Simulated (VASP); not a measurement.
Wanted: the native input for a VASP 6.6.1 run.

| Property | Result |
| --- | --- |
| Task | relaxation of cell and atoms |
| Functional | PBE |
| Dispersion | D3(BJ) |
| Potentials or basis | VASP PAW PBE potentials, release 64 (B, N) |
| Cutoff | 600 eV |
| k mesh | 12 × 12 × 4 |
| Occupations | fermi-dirac, width 0.02 eV |
| Spin | no spin polarisation |
| Dipole correction | no |
| Further INCAR settings | ALGO = Normal; EDIFF = 1e-06; IBRION = 2; EDIFFG = -0.005; NSW = 80; ISIF = 3 |

The structure of BN lies in POSCAR:

```
BN
1.0
    2.5100000000      0.0000000000      0.0000000000
   -1.2550000000      2.1737237635      0.0000000000
    0.0000000000      0.0000000000      6.6900000000
B N
2 2
Direct
    0.0000000000      0.0000000000      0.5000000000
    0.3333333333      0.6666666667      0.0000000000
    0.0000000000      0.0000000000      0.0000000000
    0.6666666667      0.3333333333      0.5000000000
```

One way to write it, as run:

INCAR

```
SYSTEM = BN
ALGO = Normal
EDIFF = 1E-6
EDIFFG = -0.005
ENCUT = 600
GGA = PE
IBRION = 2
ISIF = 3
ISMEAR = -1
IVDW = 12
LASPH = .True.
LCHARG = .False.
LREAL = .False.
LWAVE = .False.
NELM = 100
NSW = 80
PREC = Accurate
SIGMA = 0.02
```

KPOINTS

```
k-points
0
Gamma
  12 12 4
  0 0 0
```

Potentials or basis: VASP PAW PBE potentials, release 64 (B, N).

The run is started by

```console
$ cat potpaw_PBE.64/B/POTCAR potpaw_PBE.64/N/POTCAR > POTCAR
$ mpirun -np 1 vasp_std > vasp.out
```

It gave:

* Relaxed volume: 8.88 Å³/atom
* Relaxed cell: a = 2.506 Å, b = 2.506 Å, c = 6.532 Å, α = 90.00°, β = 90.00°, γ = 120.00°
* Space group after relaxing (to 0.05 Å): P-6m2 (No. 187)
* Energy gained by relaxing: 0.6 meV/atom
* Ionic steps: 11
* Pressure after relaxing: 0.0 GPa
* Band gap on the k mesh: 4.34 eV, indirect (least direct gap 4.45 eV)
* Dispersion energy per atom: -0.144 eV

Wall time 110 s on 1 thread of Intel(R) Xeon(R) Platinum 8488C (Sapphire Rapids), with other jobs on the host, peak memory 0.18 GiB.
